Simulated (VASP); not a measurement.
# Mg3SnO (Pm-3m) in VASP: single point with PBE0

Aim: the single point of Mg3SnO with PBE0.

Everything below comes from runs of VASP 6.6.1. Logs are shortened: lines on timing, memory, paths and dates and some standing lists are left out, and cuts for length are marked.

## Step 1: The cell of the first run

The structure is cubic, space group Pm-3m (No. 221). Conventional cell: a = 4.345 Å, b = 4.345 Å, c = 4.345 Å, α = 90.00°, β = 90.00°, γ = 90.00°. Sn (site symmetry m-3m) has 12 Mg at 3.07 Å and 8 O at 3.76 Å within 4.0 Å. Within 2.9 Å of O (site symmetry m-3m) lie 6 Mg at 2.17 Å. Within 2.9 Å of Mg (site symmetry 4/mmm) lie 2 O at 2.17 Å.

## Step 2: Single point, PBE0

Input file POSCAR:

```
Mg3SnO
1.0
    4.3451367225      0.0000000000      0.0000000000
    0.0000000000      4.3451367225      0.0000000000
    0.0000000000      0.0000000000      4.3451367225
Sn O Mg
1 1 3
Direct
    0.0000000000      0.0000000000      0.0000000000
    0.5000000000      0.5000000000      0.5000000000
    0.5000000000      0.5000000000      0.0000000000
    0.5000000000      0.0000000000      0.5000000000
    0.0000000000      0.5000000000      0.5000000000
```

Input file INCAR.step1:

```
SYSTEM = Mg3SnO
ALGO = Normal
EDIFF = 1E-5
ENCUT = 520
GGA = PE
ISIF = 2
ISMEAR = -1
LASPH = .TRUE.
LCHARG = .FALSE.
LREAL = .FALSE.
LWAVE = .TRUE.
NBANDS = 21
NELM = 80
PREC = Accurate
SIGMA = 0.02
```

Input file INCAR.step2:

```
SYSTEM = Mg3SnO
AEXX = 0.25
ALGO = Normal
EDIFF = 1E-7
ENCUT = 520
GGA = PE
ISIF = 2
ISMEAR = -1
ISTART = 1
LASPH = .TRUE.
LCHARG = .FALSE.
LHFCALC = .TRUE.
LREAL = .FALSE.
LWAVE = .FALSE.
NBANDS = 21
NELM = 80
PREC = Accurate
PRECFOCK = Fast
SIGMA = 0.02
```

Input file KPOINTS:

```
k-points
0
G
  4 4 4
  0 0 0
```

Potentials or basis: VASP PAW PBE potentials, release 64 (Sn_d, O, Mg).

The run is started by

```bash
> cat potpaw_PBE.64/Sn_d/POTCAR potpaw_PBE.64/O/POTCAR potpaw_PBE.64/Mg/POTCAR > POTCAR
> cp INCAR.step1 INCAR
> mpirun -np 1 vasp_std > vasp.out
> cp INCAR.step2 INCAR
> mpirun -np 1 vasp_std > vasp.out
```

OUTCAR:

```text
SYSTEM = Mg3SnO
   AEXX = 0.25
   EDIFF = 1E-7
   ENCUT = 520
   GGA = PE
   ISIF = 2
   ISMEAR = -1
   ISTART = 1
   LASPH = .TRUE.
   LHFCALC = .TRUE.
   LREAL = .FALSE.
   NELM = 80
   PREC = Accurate
   PRECFOCK = Fast

 ion  position               nearest neighbor table
   1  0.000  0.000  0.000-   3 3.07   4 3.07   5 3.07   4 3.07   5 3.07   3 3.07   5 3.07   5 3.07
                             3 3.07   4 3.07   4 3.07   3 3.07
   2  0.500  0.500  0.500-   3 2.17   4 2.17   5 2.17   3 2.17   4 2.17   5 2.17
   3  0.500  0.500  0.000-   2 2.17   2 2.17   4 3.07   5 3.07   1 3.07   4 3.07   5 3.07   1 3.07
                             4 3.07   4 3.07   1 3.07   5 3.07   5 3.07   1 3.07
   4  0.500  0.000  0.500-   2 2.17   2 2.17   3 3.07   5 3.07   1 3.07   3 3.07   1 3.07   3 3.07
                             5 3.07   3 3.07   1 3.07   5 3.07   1 3.07   5 3.07
   5  0.000  0.500  0.500-   2 2.17   2 2.17   3 3.07   4 3.07   1 3.07   3 3.07   1 3.07   4 3.07
                             1 3.07   1 3.07   3 3.07   4 3.07   3 3.07   4 3.07

  LATTYP: Found a simple cubic cell.
 ALAT       =     4.3451367225

  Lattice vectors:

 A1 = (   4.3451367225,   0.0000000000,   0.0000000000)
 A2 = (   0.0000000000,   4.3451367225,   0.0000000000)
 A3 = (   0.0000000000,   0.0000000000,   4.3451367225)

Analysis of symmetry for initial positions (statically):
=====================================================================
 Subroutine PRICEL returns:
 Original cell was already a primitive cell.

 Routine SETGRP: Setting up the symmetry group for a
 simple cubic supercell.

 Subroutine GETGRP returns: Found 48 space group operations
 (whereof 48 operations were pure point group operations)
 out of a pool of 48 trial point group operations.

The static configuration has the point symmetry O_h .

Analysis of symmetry for dynamics (positions and initial velocities):
=====================================================================
 Subroutine PRICEL returns:
 Original cell was already a primitive cell.

 Routine SETGRP: Setting up the symmetry group for a
 simple cubic supercell.

 Subroutine GETGRP returns: Found 48 space group operations
 (whereof 48 operations were pure point group operations)
 out of a pool of 48 trial point group operations.

The dynamic configuration has the point symmetry O_h .

 Subroutine INISYM returns: Found 48 space group operations
 (whereof 48 operations are pure point group operations),
[... 94 lines left out ...]
   ISYM   =      3    0-nonsym 1-usesym 2-fastsym
   POTIM  = 0.5000    time-step for ionic-motion
   TEBEG  =    0.0;   TEEND  =   0.0 temperature during run
   PSTRESS=    0.0 pullay stress
   NELECT =      26.0000    total number of electrons
   NUPDOWN=      -1.0000    fix difference up-down
   EMIN   =  10.00;   EMAX   =-10.00  energy-range for DOS
   EFERMI =   0.00;   METHOD = LEGACY
   ISMEAR =    -1;   SIGMA  =   0.02  broadening in eV -4-tet -1-fermi 0-gaus
   EFERMI_NEDOS =   21; number of points for ismear=-14 and -15
   IALGO  =     38    algorithm
   IMIX   =      1    mixing-type and parameters
     AMIX     =   0.40;   BMIX     =  1.00
     AMIX_MAG =   1.60;   BMIX_MAG =  1.00
  volume/ion in A,a.u.               =      16.41       110.72
  Fermi-wavevector in a.u.,A,eV,Ry     =   1.116167  2.109250 16.950529  1.245829
  Thomas-Fermi vector in A             =   2.252778
   LORBIT       =      0    0 simple, 1 ext, 2 COOP (PROOUT), +10 PAW based schemes
   GGA     = PE    functional components
   LHFCALC =     T    Hartree Fock is set to
   PRECFOCK=fast      Normal, Fast or Accurate (Low or Medium for compatibility)
   ENCUT4O =  -1.0   cutoff for four orbital integrals eV
   NKREDX  =     1    reduce k-point grid by
   NKREDY  =     1    reduce k-point grid by
   NKREDZ  =     1    reduce k-point grid by
   AEXX    =    0.2500 exact exchange contribution
   HFSCREEN=    0.0000 screening length (either q_TF or 0.3 A-1)
   HFSCREENC=   0.0000 screening length for correlation (either q_TF or 0.3 A-1)
   ENCUTFOCK=  -1.0 apply spherical cutoff to Coloumb kernel
   IVDW    =     0    specifies the selected vdW correction
   LEPSILON=     F    determine dielectric tensor
   LRPA    =     F    only Hartree local field effects (RPA)
 non-spin polarized calculation
  energy-cutoff  :      520.00
  volume of cell :       82.04
 maximum number of plane-waves:      2272
  NGX = 18; NGY = 18; NGZ = 18

 number of electron      25.9999992 magnetization

 Free energy of the ion-electron system (eV)
  ---------------------------------------------------
  ext. energy  EPLUGINS =         0.00000000
  ---------------------------------------------------
  free energy    TOTEN  =       -22.57774183 eV

  energy without entropy =      -22.57774183  energy(sigma->0) =      -22.57774183

 E-fermi :   5.9847     XC(G=0):  -7.9009

 val. band max:        5.4455696080   @ k =   0.5000   0.2500   0.0000
 cond. band min:       6.7219912853   @ k =   0.5000   0.5000   0.0000
 fundamental gap:      1.2764216773
 Fermi energy:         5.9846538771

 k-point     1 :       0.0000    0.0000    0.0000
  band No.  band energies     occupation
      1     -17.2338      2.00000
      2     -17.2338      2.00000
      3     -17.2287      2.00000
      4     -17.2287      2.00000
      5     -17.2287      2.00000
      6     -16.5862      2.00000
[... 229 lines left out ...]
     20      17.7126      0.00000
     21      18.6717      0.00000

------------------------ aborting loop because EDIFF is reached ----------------------------------------

  FORCE on cell =-STRESS in cart. coord.  units (eV):
  Direction    XX          YY          ZZ          XY          YZ          ZX
  --------------------------------------------------------------------------------------
  -------------------------------------------------------------------------------------
  Total       -0.0965283     -0.0965283     -0.0965283      0.0000000     -0.0000000      0.0000000
  in kB       -1.8851886     -1.8851886     -1.8851886      0.0000000     -0.0000000      0.0000000
  external PRESSURE =      -1.8851886 kB  Pullay stress =       0.0000000 kB

 VOLUME and BASIS-vectors are now :
 -----------------------------------------------------------------------------
  energy-cutoff  :      520.00
  volume of cell :       82.04
      direct lattice vectors                 reciprocal lattice vectors
     4.345136723  0.000000000  0.000000000     0.230142355  0.000000000  0.000000000
     0.000000000  4.345136723  0.000000000     0.000000000  0.230142355  0.000000000
     0.000000000  0.000000000  4.345136723     0.000000000  0.000000000  0.230142355

 POSITION                                       TOTAL-FORCE (eV/Angst)
 -----------------------------------------------------------------------------------
      0.00000      0.00000      0.00000         0.000000      0.000000      0.000000
      2.17257      2.17257      2.17257         0.000000      0.000000      0.000000
      2.17257      2.17257      0.00000         0.000000      0.000000      0.000000
      2.17257      0.00000      2.17257         0.000000      0.000000      0.000000
      0.00000      2.17257      2.17257         0.000000      0.000000      0.000000
 -----------------------------------------------------------------------------------
    total drift:                                0.000001      0.000000     -0.000000

  FREE ENERGIE OF THE ION-ELECTRON SYSTEM (eV)
  ---------------------------------------------------
  free  energy   TOTEN  =       -22.5777418267 eV

  energy  without entropy=      -22.5777418267  energy(sigma->0) =      -22.57774183
```

OUTCAR.step1:

```text
SYSTEM = Mg3SnO
   EDIFF = 1E-5
   ENCUT = 520
   GGA = PE
   ISIF = 2
[... 459 lines left out ...]
      2.17257      2.17257      2.17257         0.000000      0.000000      0.000000
      2.17257      2.17257      0.00000         0.000000      0.000000      0.000000
      2.17257      0.00000      2.17257         0.000000      0.000000      0.000000
      0.00000      2.17257      2.17257         0.000000      0.000000      0.000000
 -----------------------------------------------------------------------------------
    total drift:                                0.000000      0.000000     -0.000000

  FREE ENERGIE OF THE ION-ELECTRON SYSTEM (eV)
  ---------------------------------------------------
  free  energy   TOTEN  =       -18.3961357454 eV

  energy  without entropy=      -18.3961310262  energy(sigma->0) =      -18.39613339
```

Wall time 12 min (1 thread of Intel Xeon Platinum 8259CL at 2.50GHz (Skylake/Cascade Lake), shared host); peak memory 0.2 GiB.

Results:

- Free energy: -22.5777 eV
- Pressure: -0.2 GPa
- Band gap on the k mesh: 1.28 eV (least direct gap 1.30 eV)

Levels at points of the mesh, in eV from the valence-band top:
| k point | band 11 | band 12 | band 13 | band 14 | band 15 | band 16 |
| --- | --- | --- | --- | --- | --- | --- |
| (0.00, 0.00, 0.00) | -0.37 | -0.37 | -0.37 | 1.79 | 1.79 | 3.39 |
| (0.50, 0.00, 0.00) | -5.38 | -0.51 | -0.51 | 3.04 | 4.71 | 4.99 |
| (0.50, 0.50, 0.00) | -2.91 | -2.91 | -0.03 | 1.28 | 4.08 | 4.36 |
| (0.50, 0.50, 0.50) | -3.80 | -3.80 | -3.80 | 2.89 | 2.89 | 2.89 |

Caveat: the PAW data sets were made with another functional, which shifts forces and pressure a little; spin-orbit coupling is left out, which moves the levels of the heavy elements.
